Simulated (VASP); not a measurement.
# KCl (P4/mmm) in VASP: a series of runs, part 2 of 2

VASP 6.6.1. Earlier steps stand in the parts before.

## (4) Electric field gradients, PBE (zz strain of -1 %)

INCAR reads:

```
ALGO = Normal ; EDIFF = 1E-8
ENCUT = 520 ; GGA = PE
ISIF = 2 ; ISMEAR = -1
LASPH = T ; LCHARG = F
LEFG = T ; LREAL = F
LWAVE = F ; NBANDS = 15
NELM = 60 ; PREC = Accurate
SIGMA = 0.02
```

KPOINTS reads:

```
k-points
0
Gamma
  7 7 7
```

POSCAR reads:

```
KCl
1.0
    3.6340000000      0.0000000000      0.0000000000
    0.0000000000      3.6340000000      0.0000000000
    0.0000000000      0.0000000000      3.5976600000
K Cl
1 1
Direct
    0.0000000000      0.0000000000      0.0000000000
    0.5000000000      0.5000000000      0.5000000000
```

Potentials or basis: VASP PAW PBE potentials, release 64 (K_sv, Cl).

Command:

```console
cat potpaw_PBE.64/K_sv/POTCAR potpaw_PBE.64/Cl/POTCAR > POTCAR
mpirun -np 1 vasp_std > vasp.out
```

OUTCAR:

```text
EDIFF = 1E-8
   ENCUT = 520
   GGA = PE
   ISIF = 2
   ISMEAR = -1
   LASPH = T
   LREAL = F
   NELM = 60
   PREC = Accurate

 ion  position               nearest neighbor table
   1  0.000  0.000  0.000-   2 3.14   2 3.14   2 3.14   2 3.14   2 3.14   2 3.14   2 3.14   2 3.14

   2  0.500  0.500  0.500-   1 3.14   1 3.14   1 3.14   1 3.14   1 3.14   1 3.14   1 3.14   1 3.14

  LATTYP: Found a simple tetragonal cell.
 ALAT       =     3.6340000000
 C/A-ratio  =     0.9900000000

  Lattice vectors:

 A1 = (   3.6340000000,   0.0000000000,   0.0000000000)
 A2 = (   0.0000000000,   3.6340000000,   0.0000000000)
[... 645 lines left out ...]
  free  energy   TOTEN  =        -6.5352467861 eV

  energy  without entropy=       -6.5352467861  energy(sigma->0) =       -6.53524679

 Electric field gradients (V/A^2)
---------------------------------------------------------------------
 ion       V_xx      V_yy      V_zz      V_xy      V_xz      V_yz
---------------------------------------------------------------------
   1      -0.686    -0.686     1.372     0.000     0.000    -0.000
   2       1.307     1.307    -2.614     0.000     0.000    -0.000
---------------------------------------------------------------------

 Electric field gradients after diagonalization (V/A^2)
 (convention: |V_zz| > |V_xx| > |V_yy|)
----------------------------------------------------------------------
 ion       V_xx      V_yy      V_zz     asymmetry (V_yy - V_xx)/ V_zz
----------------------------------------------------------------------
   1      -0.686    -0.686     1.372       0.000
   2       1.307     1.307    -2.614       0.000
----------------------------------------------------------------------

           NMR quadrupolar parameters

 Cq : quadrupolar parameter    Cq=e*Q*V_zz/h
 eta: asymmetry parameters     (V_yy - V_xx)/ V_zz
 Q  : nuclear electric quadrupole moment in mb (millibarn)
----------------------------------------------------------------------
 ion       Cq(MHz)       eta       Q (mb)
----------------------------------------------------------------------
   1       0.003       0.000       1.000
   2      -0.006       0.000       1.000
----------------------------------------------------------------------
```

OSZICAR:

```text
N       E                     dE             d eps       ncg     rms          rms(c)
DAV:   1     0.103735850374E+03    0.10374E+03   -0.74841E+03  1200   0.993E+02
DAV:   2    -0.154920622511E+01   -0.10529E+03   -0.97357E+02  1539   0.250E+02
DAV:   3    -0.666069294746E+01   -0.51115E+01   -0.50896E+01  1677   0.490E+01
DAV:   4    -0.681462879959E+01   -0.15394E+00   -0.15391E+00  1701   0.817E+00
DAV:   5    -0.681588209387E+01   -0.12533E-02   -0.12533E-02  1726   0.821E-01    0.375E+00
DAV:   6    -0.656315499017E+01    0.25273E+00   -0.26277E-01  1466   0.337E+00    0.313E+00
DAV:   7    -0.653284722936E+01    0.30308E-01   -0.90407E-02  1627   0.211E+00    0.179E+00
DAV:   8    -0.653510637103E+01   -0.22591E-02   -0.16127E-02  1628   0.102E+00    0.229E-01
DAV:   9    -0.653506038909E+01    0.45982E-04   -0.53605E-04  1620   0.165E-01    0.954E-02
DAV:  10    -0.653524880117E+01   -0.18841E-03   -0.25608E-04  1361   0.128E-01    0.251E-02
DAV:  11    -0.653524737233E+01    0.14288E-05   -0.56997E-06  1737   0.180E-02    0.931E-03
DAV:  12    -0.653524671475E+01    0.65758E-06   -0.21983E-06  1277   0.120E-02    0.188E-03
DAV:  13    -0.653524680398E+01   -0.89231E-07   -0.85115E-08  1756   0.258E-03    0.901E-04
DAV:  14    -0.653524676231E+01    0.41663E-07   -0.50395E-08  1291   0.182E-03    0.159E-04
DAV:  15    -0.653524677453E+01   -0.12218E-07   -0.52507E-10  1153   0.176E-04    0.670E-05
DAV:  16    -0.653524679404E+01   -0.19511E-07   -0.36240E-10   852   0.160E-04    0.373E-05
DAV:  17    -0.653524678614E+01    0.78978E-08   -0.65989E-11   817   0.728E-05
   1 F= -.65352468E+01 E0= -.65352468E+01  d E =-.138278E-11
```

Run time: 16 s. Hardware: 1 thread of Intel Xeon Platinum 8488C (Sapphire Rapids), shared host; peak memory 0.16 GiB.

Results:

* Free energy: -6.5352 eV
* Pressure: 4.9 GPa
* Band gap on the k mesh: 5.63 eV, indirect (least direct gap 5.82 eV)

Levels at points of the mesh, in eV from the valence-band top:
| k point | band 6 | band 7 | band 8 | band 9 | band 10 | band 11 |
| --- | --- | --- | --- | --- | --- | --- |
| (0.00, 0.00, 0.00) | -0.26 | -0.26 | -0.20 | 5.63 | 6.32 | 6.37 |

Electric field gradients, principal values (V/Å²):
| atom | least | middle | greatest (by size) |
| --- | --- | --- | --- |
| 1 K | -0.686 | -0.686 | 1.372 |
| 2 Cl | 1.307 | 1.307 | -2.614 |

Caveat: the cell differs from its parent crystal (zz strain of -1 %); without QUAD_EFG the Cq values of the log hold for a quadrupole moment of 1 mb, not for the nuclei.

## (5) Electric field gradients, PBE (zz strain of +2 %)

INCAR reads:

```
SYSTEM = KCl
PREC = Accurate
ENCUT = 520
EDIFF = 1E-8
ISMEAR = -1
SIGMA = 0.02
LREAL = .False.
LASPH = .True.
NELM = 100
ALGO = Normal
ISIF = 2
LWAVE = .False.
LCHARG = .False.
GGA = PE
LEFG = .True.
NBANDS = 15
```

KPOINTS reads:

```
Automatic mesh
0
Gamma
  7 7 7
  0 0 0
```

Changes to POSCAR since step 4:

```diff
@@ -4,3 +4,3 @@
     0.0000000000      3.6340000000      0.0000000000
-    0.0000000000      0.0000000000      3.5976600000
+    0.0000000000      0.0000000000      3.7066800000
 K Cl
```

Potentials or basis: VASP PAW PBE potentials, release 64 (K_sv, Cl).

Command:

```console
cat potpaw_PBE.64/K_sv/POTCAR potpaw_PBE.64/Cl/POTCAR > POTCAR
mpirun -np 1 vasp_std > vasp.out
```

OUTCAR:

```text
SYSTEM = KCl
   PREC = Accurate
   ENCUT = 520
   EDIFF = 1E-8
   ISMEAR = -1
   LREAL = .False.
   LASPH = .True.
   NELM = 100
   ISIF = 2
   GGA = PE

 ion  position               nearest neighbor table
   1  0.000  0.000  0.000-   2 3.17   2 3.17   2 3.17   2 3.17   2 3.17   2 3.17   2 3.17   2 3.17

   2  0.500  0.500  0.500-   1 3.17   1 3.17   1 3.17   1 3.17   1 3.17   1 3.17   1 3.17   1 3.17

  LATTYP: Found a simple tetragonal cell.
 ALAT       =     3.6340000000
 C/A-ratio  =     1.0200000000

  Lattice vectors:

 A1 = (   3.6340000000,   0.0000000000,   0.0000000000)
 A2 = (   0.0000000000,   3.6340000000,   0.0000000000)
 A3 = (   0.0000000000,   0.0000000000,   3.7066800000)

Analysis of symmetry for initial positions (statically):
=====================================================================
 Subroutine PRICEL returns:
 Original cell was already a primitive cell.

 Routine SETGRP: Setting up the symmetry group for a
 simple tetragonal supercell.
[... 622 lines left out ...]
      direct lattice vectors                 reciprocal lattice vectors
     3.634000000  0.000000000  0.000000000     0.275178866  0.000000000  0.000000000
     0.000000000  3.634000000  0.000000000     0.000000000  0.275178866  0.000000000
     0.000000000  0.000000000  3.706680000     0.000000000  0.000000000  0.269783202

 POSITION                                       TOTAL-FORCE (eV/Angst)
 -----------------------------------------------------------------------------------
      0.00000      0.00000      0.00000         0.000000      0.000000      0.000000
      1.81700      1.81700      1.85334         0.000000      0.000000      0.000000
 -----------------------------------------------------------------------------------
    total drift:                               -0.000000      0.000000      0.000000

  FREE ENERGIE OF THE ION-ELECTRON SYSTEM (eV)
  ---------------------------------------------------
  free  energy   TOTEN  =        -6.5733272997 eV

  energy  without entropy=       -6.5733272997  energy(sigma->0) =       -6.57332730

 Electric field gradients (V/A^2)
---------------------------------------------------------------------
 ion       V_xx      V_yy      V_zz      V_xy      V_xz      V_yz
---------------------------------------------------------------------
   1       1.310     1.310    -2.620    -0.000    -0.000     0.000
   2      -2.525    -2.525     5.049     0.000     0.000    -0.000
---------------------------------------------------------------------

 Electric field gradients after diagonalization (V/A^2)
 (convention: |V_zz| > |V_xx| > |V_yy|)
----------------------------------------------------------------------
 ion       V_xx      V_yy      V_zz     asymmetry (V_yy - V_xx)/ V_zz
----------------------------------------------------------------------
   1       1.310     1.310    -2.620       0.000
   2      -2.525    -2.525     5.049       0.000
----------------------------------------------------------------------

           NMR quadrupolar parameters

 Cq : quadrupolar parameter    Cq=e*Q*V_zz/h
 eta: asymmetry parameters     (V_yy - V_xx)/ V_zz
 Q  : nuclear electric quadrupole moment in mb (millibarn)
----------------------------------------------------------------------
 ion       Cq(MHz)       eta       Q (mb)
----------------------------------------------------------------------
   1      -0.006       0.000       1.000
   2       0.012       0.000       1.000
----------------------------------------------------------------------
```

OSZICAR:

```text
N       E                     dE             d eps       ncg     rms          rms(c)
DAV:   1     0.104974591407E+03    0.10497E+03   -0.75001E+03  1200   0.998E+02
DAV:   2    -0.136350968908E+01   -0.10634E+03   -0.97730E+02  1529   0.251E+02
DAV:   3    -0.668045277362E+01   -0.53169E+01   -0.52899E+01  1683   0.499E+01
DAV:   4    -0.685691156562E+01   -0.17646E+00   -0.17643E+00  1717   0.844E+00
DAV:   5    -0.685813107176E+01   -0.12195E-02   -0.12195E-02  1676   0.803E-01    0.355E+00
DAV:   6    -0.660184640233E+01    0.25628E+00   -0.26849E-01  1515   0.333E+00    0.298E+00
DAV:   7    -0.657097262490E+01    0.30874E-01   -0.89191E-02  1613   0.207E+00    0.172E+00
DAV:   8    -0.657315242909E+01   -0.21798E-02   -0.15948E-02  1691   0.101E+00    0.216E-01
DAV:   9    -0.657312907807E+01    0.23351E-04   -0.57929E-04  1606   0.170E-01    0.964E-02
DAV:  10    -0.657332944844E+01   -0.20037E-03   -0.27056E-04  1333   0.133E-01    0.251E-02
DAV:  11    -0.657332747291E+01    0.19755E-05   -0.73176E-06  1730   0.205E-02    0.687E-03
DAV:  12    -0.657332729930E+01    0.17361E-06   -0.12952E-06  1375   0.958E-03    0.162E-03
DAV:  13    -0.657332733650E+01   -0.37197E-07   -0.74694E-08  1705   0.243E-03    0.552E-04
DAV:  14    -0.657332727245E+01    0.64049E-07   -0.25383E-08  1325   0.130E-03    0.127E-04
DAV:  15    -0.657332728573E+01   -0.13285E-07   -0.51747E-10  1125   0.158E-04    0.626E-05
DAV:  16    -0.657332730460E+01   -0.18862E-07   -0.37936E-10   866   0.154E-04    0.353E-05
DAV:  17    -0.657332729974E+01    0.48535E-08   -0.62440E-11   789   0.566E-05
   1 F= -.65733273E+01 E0= -.65733273E+01  d E =-.772859E-12
```

Run time: 16 s. Hardware: 1 thread of Intel Xeon Platinum 8488C (Sapphire Rapids), shared host; peak memory 0.16 GiB.

Results:

| Item | Value |
| --- | --- |
| Free energy | -6.5733 eV |
| Pressure | 3.8 GPa |
| Band gap on the k mesh | 5.46 eV, indirect (least direct gap 5.65 eV) |

Levels at points of the mesh, in eV from the valence-band top:
```
           k point  band 6  band 7  band 8  band 9  band 10  band 11
(0.00, 0.00, 0.00)   -0.32   -0.19   -0.19    5.46     6.36     6.44
```

Electric field gradients, principal values (V/Å²):
| atom | least | middle | greatest (by size) |
| --- | --- | --- | --- |
| 1 K | 1.310 | 1.310 | -2.620 |
| 2 Cl | -2.525 | -2.525 | 5.049 |

Caveat: the cell differs from its parent crystal (zz strain of +2 %); without QUAD_EFG the Cq values of the log hold for a quadrupole moment of 1 mb, not for the nuclei.

## (6) Electric field gradients, PBE (zz strain of +2 %)

INCAR reads:

```
PREC = Accurate ; ENCUT = 520
EDIFF = 1E-8 ; ISMEAR = -1
SIGMA = 0.02 ; LREAL = F
LASPH = T ; NELM = 80
ALGO = Normal ; ISIF = 2
LWAVE = F ; LCHARG = F
GGA = PE ; LEFG = T
NBANDS = 15
```

KPOINTS reads:

```
Automatic mesh
0
Gamma
  7 7 7
```

POSCAR is that of step 5.

Potentials or basis: VASP PAW PBE potentials, release 64 (K_sv, Cl).

Command:

```console
cat potpaw_PBE.64/K_sv/POTCAR potpaw_PBE.64/Cl/POTCAR > POTCAR
mpirun -np 1 vasp_std > vasp.out
```

OUTCAR:

```text
PREC = Accurate
   ENCUT = 520
   EDIFF = 1E-8
   ISMEAR = -1
   LREAL = F
   LASPH = T
   NELM = 80
   ISIF = 2
   GGA = PE

 ion  position               nearest neighbor table
   1  0.000  0.000  0.000-   2 3.17   2 3.17   2 3.17   2 3.17   2 3.17   2 3.17   2 3.17   2 3.17

   2  0.500  0.500  0.500-   1 3.17   1 3.17   1 3.17   1 3.17   1 3.17   1 3.17   1 3.17   1 3.17

  LATTYP: Found a simple tetragonal cell.
 ALAT       =     3.6340000000
 C/A-ratio  =     1.0200000000

  Lattice vectors:

 A1 = (   3.6340000000,   0.0000000000,   0.0000000000)
 A2 = (   0.0000000000,   3.6340000000,   0.0000000000)
[... 645 lines left out ...]
  free  energy   TOTEN  =        -6.5733272997 eV

  energy  without entropy=       -6.5733272997  energy(sigma->0) =       -6.57332730

 Electric field gradients (V/A^2)
---------------------------------------------------------------------
 ion       V_xx      V_yy      V_zz      V_xy      V_xz      V_yz
---------------------------------------------------------------------
   1       1.310     1.310    -2.620    -0.000    -0.000     0.000
   2      -2.525    -2.525     5.049     0.000     0.000    -0.000
---------------------------------------------------------------------

 Electric field gradients after diagonalization (V/A^2)
 (convention: |V_zz| > |V_xx| > |V_yy|)
----------------------------------------------------------------------
 ion       V_xx      V_yy      V_zz     asymmetry (V_yy - V_xx)/ V_zz
----------------------------------------------------------------------
   1       1.310     1.310    -2.620       0.000
   2      -2.525    -2.525     5.049       0.000
----------------------------------------------------------------------

           NMR quadrupolar parameters

 Cq : quadrupolar parameter    Cq=e*Q*V_zz/h
 eta: asymmetry parameters     (V_yy - V_xx)/ V_zz
 Q  : nuclear electric quadrupole moment in mb (millibarn)
----------------------------------------------------------------------
 ion       Cq(MHz)       eta       Q (mb)
----------------------------------------------------------------------
   1      -0.006       0.000       1.000
   2       0.012       0.000       1.000
----------------------------------------------------------------------
```

Run time: 16 s. Hardware: 1 thread of Intel Xeon Platinum 8488C (Sapphire Rapids), shared host; peak memory 0.16 GiB.

What came out:

```
Free energy            : -6.5733 eV
Pressure               : 3.8 GPa
Band gap on the k mesh : 5.46 eV, indirect (least direct gap 5.65 eV)
```

Levels at points of the mesh, in eV from the valence-band top:
```csv
k point,band 6,band 7,band 8,band 9,band 10,band 11
"(0.00, 0.00, 0.00)",-0.32,-0.19,-0.19,5.46,6.36,6.44
```

Electric field gradients, principal values (V/Å²):
| atom | least | middle | greatest (by size) |
| --- | --- | --- | --- |
| 1 K | 1.310 | 1.310 | -2.620 |
| 2 Cl | -2.525 | -2.525 | 5.049 |

Caveat: the cell differs from its parent crystal (zz strain of +2 %); without QUAD_EFG the Cq values of the log hold for a quadrupole moment of 1 mb, not for the nuclei. A k mesh can miss the band edges.

## (7) Summary

| cell | gap on the mesh (eV) | pressure (GPa) |
| --- | --- | --- |
| a = 3.707, b = 3.707, c = 3.634 Å, 2 atoms | 5.32 | 3.1 |
| a = 3.634, b = 3.634, c = 3.598 Å, 2 atoms | 5.63 | 4.9 |
| a = 3.634, b = 3.634, c = 3.707 Å, 2 atoms | 5.46 | 3.8 |

Alike in all rows: task electric field gradients; level PBE; potentials or basis VASP PAW PBE potentials, release 64 (K_sv, Cl); no spin polarisation; k mesh 7 × 7 × 7; cutoff (eV) 520; smearing fermi-dirac 0.02 eV.

Absolute energies hang on the potentials; compare differences alone.
